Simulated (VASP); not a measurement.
Wanted: the native input for a VASP 6.6.1 run.

- Task: single point
- Functional: LDA
- Potentials or basis: VASP PAW LDA potentials, release 64 (Si, C)
- Cutoff: 520 eV
- k mesh: 12 × 12 × 6
- Occupations: gaussian, width 0.05 eV
- Spin: no spin polarisation
- Dipole correction: no
- Further INCAR settings: ALGO = Normal; EDIFF = 1e-06; NBANDS = 16

The structure of SiC lies in POSCAR:

```
SiC
1.0
    3.0759982064      0.0000000000      0.0000000000
   -1.5379991032      2.6638925888      0.0000000000
    0.0000000000      0.0000000000      5.0480000000
Si C
2 2
Direct
    0.3333333333      0.6666666667     -0.0237717908
    0.6666666667      0.3333333333      0.5237717908
    0.3333333333      0.6666666667      0.3904237150
    0.6666666667      0.3333333333      0.8795762850
```

This cell differs from its parent crystal: mode 6 (550.6 1/cm) frozen in, largest displacement -0.120 Å.

The input as run:

INCAR

```
ALGO = Normal
EDIFF = 1E-6
ENCUT = 520
ISIF = 2
ISMEAR = 0
LASPH = T
LCHARG = F
LREAL = F
LWAVE = F
NBANDS = 16
NELM = 80
PREC = Accurate
SIGMA = 0.05
```

KPOINTS

```
k-points
0
Gamma
  12 12 6
```

Potentials or basis: VASP PAW LDA potentials, release 64 (Si, C).

Run with:

```console
$ cat potpaw_LDA.64/Si/POTCAR potpaw_LDA.64/C/POTCAR > POTCAR
$ mpirun -np 1 vasp_std > vasp.out
```

Results of the run:

* Pressure: -0.9 GPa
* Largest force: 3.820 eV/Å
* Band gap on the k mesh: 2.05 eV, indirect (least direct gap 3.45 eV)

Caveat: the cell differs from its parent crystal (mode 6 (550.6 1/cm) frozen in, largest displacement -0.120 Å); forces of over 1 eV/Å act on the atoms, so gaps and moduli don't describe the material at rest.

It took 32 s on 1 thread of AMD EPYC 9R45 96-Core Processor (Zen 5) (shared host), peak memory 0.14 GiB.
